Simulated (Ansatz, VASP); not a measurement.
**One calculation of Sn, two programs**

```
Sn
1.0
     3.40987    0.00000    0.00000
    -1.70493    2.95303    0.00000
     0.00000    0.00000    5.56831
Sn
2
Direct
  0.33333 0.66667 0.25000
  0.66667 0.33333 0.75000
```

Alike in both runs: task relaxation of cell and atoms; functional RPBE; k mesh 11 × 11 × 6; occupations fermi-dirac, width 0.1 eV; no spin polarisation.

|  | VASP | Ansatz |
| --- | --- | --- |
| version | VASP 6.6.1 | Ansatz 0.2.0 |
| potentials or method | VASP PAW PBE potentials, release 64 (Sn_d), cutoff 600 eV | plane waves (420 eV) with PAW, scalar-relativistic |
| valence electrons in the cell | 28 | 28 |

```csv
,VASP,Ansatz,Ansatz less VASP
relaxed volume (Å³/atom),28.56,28.56,+0.006
relaxed cell length with the largest relative difference (Å),5.666,5.668,+0.0021
```

VASP's potentials were made for PBE, not for RPBE.
